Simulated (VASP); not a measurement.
# GdO (F-43m) in VASP: notebook, part 3 of 3

VASP 6.6.1. Earlier steps stand in the parts before.

## (5) Electric field gradients, LDA, collinear spin, ferromagnetic start

This run uses another cell than the first one, of 19.60 Å³/atom.

Input file INCAR:

```
PREC     = Accurate       # precision mode
ENCUT    = 520            # plane-wave cutoff, eV
EDIFF    = 1E-8           # SCF threshold, eV
ISMEAR   = -1             # smearing method
SIGMA    = 0.08           # smearing width, eV
LREAL    = F              # projectors in reciprocal space
LASPH    = T              # aspherical terms in the spheres
NELM     = 150            # most SCF steps
ALGO     = Normal         # electronic algorithm
ISIF     = 2              # what is computed and relaxed
LWAVE    = F              # write WAVECAR
LCHARG   = F              # write CHGCAR
ISPIN    = 2              # spin polarisation
MAGMOM   = 7 0            # initial moments
LORBIT   = 11             # projections on sites
LMAXMIX  = 6              # l up to which the mixer works
GGA      = CA             # functional
LEFG     = T            
NBANDS   = 23             # bands
```

Input file KPOINTS:

```
regular mesh
0
Gamma
  13 13 13
```

Input file POSCAR:

```
GdO
1.0
    0.0000000000      2.6961340000      2.6961340000
    2.6961340000      0.0000000000      2.6961340000
    2.6961340000      2.6961340000      0.0000000000
Gd O
1 1
Direct
    0.0000000000      0.0000000000      0.0000000000
    0.7500000000      0.7500000000      0.7500000000
```

Potentials or basis: VASP PAW PBE potentials, release 64 (Gd, O).

The run is started by

```console
$ cat potpaw_PBE.64/Gd/POTCAR potpaw_PBE.64/O/POTCAR > POTCAR
$ mpirun -np 1 vasp_std > vasp.out
```

OUTCAR:

```text
PREC = Accurate
   ENCUT = 520
   EDIFF = 1E-8
   ISMEAR = -1
   LREAL = F
   LASPH = T
   NELM = 150
   ISIF = 2
   ISPIN = 2
   LORBIT = 11
   GGA = CA

 ion  position               nearest neighbor table
   1  0.000  0.000  0.000-   2 2.33   2 2.33   2 2.33   2 2.33
   2  0.750  0.750  0.750-   1 2.33   1 2.33   1 2.33   1 2.33

  LATTYP: Found a face centered cubic cell.
 ALAT       =     5.3922680000

  Lattice vectors:

 A1 = (   0.0000000000,   2.6961340000,   2.6961340000)
 A2 = (   2.6961340000,   0.0000000000,   2.6961340000)
 A3 = (   2.6961340000,   2.6961340000,   0.0000000000)

Analysis of symmetry for initial positions (statically):
=====================================================================
 Subroutine PRICEL returns:
 Original cell was already a primitive cell.

 Routine SETGRP: Setting up the symmetry group for a
 face centered cubic supercell.

 Subroutine GETGRP returns: Found 24 space group operations
 (whereof 24 operations were pure point group operations)
 out of a pool of 48 trial point group operations.

The static configuration has the point symmetry T_d .

Analysis of symmetry for dynamics (positions and initial velocities):
=====================================================================
 Subroutine PRICEL returns:
 Original cell was already a primitive cell.

 Routine SETGRP: Setting up the symmetry group for a
[... 1428 lines left out ...]
 [... further k-points ...]
[... 5 lines left out ...]
  --------------------------------------------------------------------------------------
  -------------------------------------------------------------------------------------
  Total       -1.7075805     -1.7075805     -1.7075805      0.0000000     -0.0000000      0.0000000
  in kB      -69.7970978    -69.7970978    -69.7970978      0.0000000     -0.0000000      0.0000000
  external PRESSURE =     -69.7970978 kB  Pullay stress =       0.0000000 kB

 VOLUME and BASIS-vectors are now :
 -----------------------------------------------------------------------------
  energy-cutoff  :      520.00
  volume of cell :       39.20
      direct lattice vectors                 reciprocal lattice vectors
     0.000000000  2.696134000  2.696134000    -0.185450723  0.185450723  0.185450723
     2.696134000  0.000000000  2.696134000     0.185450723 -0.185450723  0.185450723
     2.696134000  2.696134000  0.000000000     0.185450723  0.185450723 -0.185450723

 POSITION                                       TOTAL-FORCE (eV/Angst)
 -----------------------------------------------------------------------------------
      0.00000      0.00000      0.00000         0.000000      0.000000      0.000000
      4.04420      4.04420      4.04420        -0.000000     -0.000000     -0.000000
 -----------------------------------------------------------------------------------
    total drift:                               -0.000000     -0.000000     -0.000000

  FREE ENERGIE OF THE ION-ELECTRON SYSTEM (eV)
  ---------------------------------------------------
  free  energy   TOTEN  =       -22.9433863048 eV

  energy  without entropy=      -22.8795523284  energy(sigma->0) =      -22.91146932

 Electric field gradients (V/A^2)
---------------------------------------------------------------------
 ion       V_xx      V_yy      V_zz      V_xy      V_xz      V_yz
---------------------------------------------------------------------
   1       0.000     0.000    -0.000     0.002     0.002     0.002
   2      -0.000    -0.000    -0.000     0.004     0.004     0.004
---------------------------------------------------------------------

 Electric field gradients after diagonalization (V/A^2)
 (convention: |V_zz| > |V_xx| > |V_yy|)
----------------------------------------------------------------------
 ion       V_xx      V_yy      V_zz     asymmetry (V_yy - V_xx)/ V_zz
----------------------------------------------------------------------
   1      -0.002    -0.002     0.004       0.000
   2      -0.004    -0.004     0.007       0.000
----------------------------------------------------------------------

           NMR quadrupolar parameters

 Cq : quadrupolar parameter    Cq=e*Q*V_zz/h
 eta: asymmetry parameters     (V_yy - V_xx)/ V_zz
 Q  : nuclear electric quadrupole moment in mb (millibarn)
----------------------------------------------------------------------
 ion       Cq(MHz)       eta       Q (mb)
----------------------------------------------------------------------
   1       0.000       0.000       1.000
   2       0.000       0.000       1.000
----------------------------------------------------------------------

 total charge

# of ion       s       p       d       f       tot
--------------------------------------------------
    1        2.028   5.598   0.456   7.156  15.237
    2        1.556   3.400   0.000   0.000   4.956
--------------------------------------------------
tot          3.584   8.997   0.456   7.156  20.193

 magnetization (x)

# of ion       s       p       d       f       tot
--------------------------------------------------
    1       -0.004  -0.051   0.086   6.619   6.650
    2       -0.002  -0.046   0.000   0.000  -0.049
--------------------------------------------------
tot         -0.007  -0.098   0.086   6.619   6.601
```

OSZICAR:

```text
N       E                     dE             d eps       ncg     rms          rms(c)
DAV:   1     0.151514172319E+03    0.15151E+03   -0.87361E+03 11151   0.539E+03
DAV:   2    -0.222399219835E+01   -0.15374E+03   -0.13328E+03 11092   0.466E+02
DAV:   3    -0.213075626987E+02   -0.19084E+02   -0.18614E+02 11435   0.118E+02
[... 13 lines left out ...]
DAV:  17    -0.229433856687E+02   -0.33829E-06   -0.16461E-06 13493   0.221E-02    0.256E-02
DAV:  18    -0.229433861185E+02   -0.44984E-06   -0.24541E-06 12012   0.277E-02    0.619E-03
DAV:  19    -0.229433862536E+02   -0.13511E-06   -0.48395E-07 12499   0.116E-02    0.714E-03
DAV:  20    -0.229433862806E+02   -0.26942E-07   -0.98039E-08 12204   0.259E-03    0.352E-03
DAV:  21    -0.229433863065E+02   -0.25965E-07   -0.82984E-08  9875   0.264E-03    0.861E-04
DAV:  22    -0.229433863048E+02    0.17394E-08   -0.58509E-09  6597   0.204E-03
   1 F= -.22943386E+02 E0= -.22911469E+02  d E =-.638340E-01  mag=     6.8800
```

stdout:

```text
POSCAR found type information on POSCAR GdO
 POSCAR found :  2 types and       2 ions
 scaLAPACK will be used
 -----------------------------------------------------------------------------
|                                                                             |
|                                                                             |
|     You enforced a specific xc type in the INCAR file but a different       |
|     I HOPE YOU KNOW WHAT YOU ARE DOING!                                     |
|                                                                             |
 -----------------------------------------------------------------------------

 LDA part: xc-table for (Slater(with rela. corr.)+CA(PZ))
 , standard interpolation
 POSCAR, INCAR and KPOINTS ok, starting setup
 FFT: planning ... GRIDC
 FFT: planning ... GRID_SOFT
 FFT: planning ... GRID
 WAVECAR not read
 entering main loop
ion   1

ion   2
```

Run time: 2.1 min. Hardware: 1 thread of AMD EPYC 9R45 (Zen 5), shared host; peak memory 0.22 GiB.

Results:

```yaml
Free_energy: -22.9434 eV
Pressure: -7.0 GPa
Net_moment: 6.88 μB per cell
Site_moments: Gd +6.65; O -0.05 μB
Largest_electric_field_gradient_by_atom: under 0.05 V/Å² on every atom
Valence_electrons_inside_the_program's_atomic_spheres: Gd 15.24; O 4.96
```

Caveat: the cell stands under tension; the PAW data sets were made with another functional, which shifts forces and pressure a little; spin-orbit coupling is left out, which moves the levels of the heavy elements; a cell with one magnetic atom can't hold antiferromagnetic order, which such compounds often take; semilocal functionals describe open f shells poorly, which spoils levels, moments and volumes. With open d or f shells a metallic result of LDA can be an artefact of self-interaction; +U or a hybrid may open a gap.

## (6) Electric field gradients, PBE, collinear spin, ferromagnetic start

This run uses another cell than the first one, of 19.60 Å³/atom.

Input file INCAR:

```
ALGO = Normal
EDIFF = 1E-8
ENCUT = 520
GGA = PE
ISIF = 2
ISMEAR = -1
ISPIN = 2
LASPH = True
LCHARG = False
LEFG = True
LMAXMIX = 6
LORBIT = 11
LREAL = False
LWAVE = False
MAGMOM = 7 0
NBANDS = 23
NELM = 150
PREC = Accurate
SIGMA = 0.08
```

Input file KPOINTS:

```
k-points
0
Gamma
  13 13 13
```

POSCAR is that of step 5.

Potentials or basis: VASP PAW PBE potentials, release 64 (Gd, O).

The run is started by

```console
$ cat potpaw_PBE.64/Gd/POTCAR potpaw_PBE.64/O/POTCAR > POTCAR
$ mpirun -np 1 vasp_std > vasp.out
```

OUTCAR:

```text
EDIFF = 1E-8
   ENCUT = 520
   GGA = PE
   ISIF = 2
   ISMEAR = -1
   ISPIN = 2
   LASPH = True
   LORBIT = 11
   LREAL = False
   NELM = 150
   PREC = Accurate

 ion  position               nearest neighbor table
   1  0.000  0.000  0.000-   2 2.33   2 2.33   2 2.33   2 2.33
   2  0.750  0.750  0.750-   1 2.33   1 2.33   1 2.33   1 2.33

  LATTYP: Found a face centered cubic cell.
 ALAT       =     5.3922680000

  Lattice vectors:

 A1 = (   0.0000000000,   2.6961340000,   2.6961340000)
 A2 = (   2.6961340000,   0.0000000000,   2.6961340000)
 A3 = (   2.6961340000,   2.6961340000,   0.0000000000)

Analysis of symmetry for initial positions (statically):
=====================================================================
 Subroutine PRICEL returns:
 Original cell was already a primitive cell.

 Routine SETGRP: Setting up the symmetry group for a
 face centered cubic supercell.

 Subroutine GETGRP returns: Found 24 space group operations
 (whereof 24 operations were pure point group operations)
[... 1464 lines left out ...]
    total drift:                               -0.000000     -0.000000     -0.000000

  FREE ENERGIE OF THE ION-ELECTRON SYSTEM (eV)
  ---------------------------------------------------
  free  energy   TOTEN  =       -22.0705965472 eV

  energy  without entropy=      -22.0245943657  energy(sigma->0) =      -22.04759546

 Electric field gradients (V/A^2)
---------------------------------------------------------------------
 ion       V_xx      V_yy      V_zz      V_xy      V_xz      V_yz
---------------------------------------------------------------------
   1      -0.000     0.000    -0.000     0.002     0.002     0.002
   2      -0.000    -0.000    -0.000     0.004     0.004     0.004
---------------------------------------------------------------------

 Electric field gradients after diagonalization (V/A^2)
 (convention: |V_zz| > |V_xx| > |V_yy|)
----------------------------------------------------------------------
 ion       V_xx      V_yy      V_zz     asymmetry (V_yy - V_xx)/ V_zz
----------------------------------------------------------------------
   1      -0.002    -0.002     0.004       0.000
   2      -0.004    -0.004     0.007       0.000
----------------------------------------------------------------------

           NMR quadrupolar parameters

 Cq : quadrupolar parameter    Cq=e*Q*V_zz/h
 eta: asymmetry parameters     (V_yy - V_xx)/ V_zz
 Q  : nuclear electric quadrupole moment in mb (millibarn)
----------------------------------------------------------------------
 ion       Cq(MHz)       eta       Q (mb)
----------------------------------------------------------------------
   1       0.000       0.000       1.000
   2       0.000       0.000       1.000
----------------------------------------------------------------------

 total charge

# of ion       s       p       d       f       tot
--------------------------------------------------
    1        2.033   5.634   0.475   7.079  15.221
    2        1.569   3.429   0.000   0.000   4.997
--------------------------------------------------
tot          3.601   9.063   0.475   7.079  20.219

 magnetization (x)

# of ion       s       p       d       f       tot
--------------------------------------------------
    1        0.001  -0.056   0.176   6.737   6.858
    2        0.002  -0.019   0.000   0.000  -0.017
--------------------------------------------------
tot          0.003  -0.075   0.176   6.737   6.841
```

OSZICAR:

```text
N       E                     dE             d eps       ncg     rms          rms(c)
DAV:   1     0.154753579531E+03    0.15475E+03   -0.87568E+03 11167   0.541E+03
DAV:   2    -0.882546568970E+00   -0.15564E+03   -0.13458E+03 11038   0.471E+02
DAV:   3    -0.202419213721E+02   -0.19359E+02   -0.18927E+02 11329   0.118E+02
[... 14 lines left out ...]
DAV:  18    -0.220705967493E+02   -0.85474E-07   -0.86132E-06 13808   0.476E-02    0.238E-02
DAV:  19    -0.220705967711E+02   -0.21825E-07   -0.13071E-06 12930   0.426E-02    0.174E-02
DAV:  20    -0.220705965084E+02    0.26276E-06   -0.14096E-06 13402   0.515E-02    0.667E-03
DAV:  21    -0.220705964934E+02    0.15037E-07   -0.21776E-07 13874   0.100E-02    0.312E-03
DAV:  22    -0.220705965493E+02   -0.55998E-07   -0.28301E-08  9848   0.622E-03    0.167E-03
DAV:  23    -0.220705965472E+02    0.21787E-08   -0.31853E-08  9784   0.220E-03
   1 F= -.22070597E+02 E0= -.22047595E+02  d E =-.460022E-01  mag=     7.5426
```

It took 2.3 min on 1 thread of AMD EPYC 9R45 (Zen 5), shared host; peak memory 0.24 GiB.

What came out:

```yaml
Free_energy: -22.0706 eV
Pressure: -0.1 GPa
Net_moment: 7.54 μB per cell
Site_moments: Gd +6.86; O -0.02 μB
Largest_electric_field_gradient_by_atom: under 0.05 V/Å² on every atom
Valence_electrons_inside_the_program's_atomic_spheres: Gd 15.22; O 5.00
```

Levels at points of the mesh, in eV from the Fermi level:
Spin up:
| k point | band 14 | band 15 | band 16 | band 17 | band 18 | band 19 |
| --- | --- | --- | --- | --- | --- | --- |
| (0.00, 0.00, 0.00) | -4.60 | -4.60 | -2.18 | 2.60 | 2.60 | 4.54 |
Spin down:
```csv
k point,band 4,band 5,band 6,band 7,band 8,band 9,band 10,band 11,band 12,band 13
"(0.00, 0.00, 0.00)",-20.46,-19.44,-5.59,-5.59,-5.59,-1.42,0.46,0.46,0.46,0.66
```

Caveat: spin-orbit coupling is left out, which moves the levels of the heavy elements; a cell with one magnetic atom can't hold antiferromagnetic order, which such compounds often take; semilocal functionals describe open f shells poorly, which spoils levels, moments and volumes.

## (7) Summary

| level | cell | gap on the mesh (eV) | pressure (GPa) | moment (μB) |
| --- | --- | --- | --- | --- |
| PBEsol | a = 3.774 Å, angles 60.0°, 2 atoms | none | -1.1 | 7.48 |
| PBEsol | a = 3.813 Å, angles 60.0°, 2 atoms | none | -3.9 | 7.48 |
| PBEsol | a = 3.851 Å, angles 60.0°, 2 atoms | none | -6.3 | 7.48 |
| LDA | a = 3.813 Å, angles 60.0°, 2 atoms | none | -7.0 | 6.88 |
| PBE | a = 3.813 Å, angles 60.0°, 2 atoms | none | -0.1 | 7.54 |

Alike in all rows: task electric field gradients; potentials or basis VASP PAW PBE potentials, release 64 (Gd, O); spin collinear, ferromagnetic start; k mesh 13 × 13 × 13; cutoff (eV) 520; smearing fermi-dirac 0.08 eV.

Caveats: spin-orbit coupling is left out, which moves the levels of the heavy elements; a cell with one magnetic atom can't hold antiferromagnetic order, which such compounds often take; semilocal functionals describe open f shells poorly, which spoils levels, moments and volumes; the PAW data sets were made with another functional, which shifts forces and pressure a little (at least some runs); the cell stands under tension (at least some runs).

Total energies depend on the potentials used, so only differences within one code and one set of settings carry meaning.
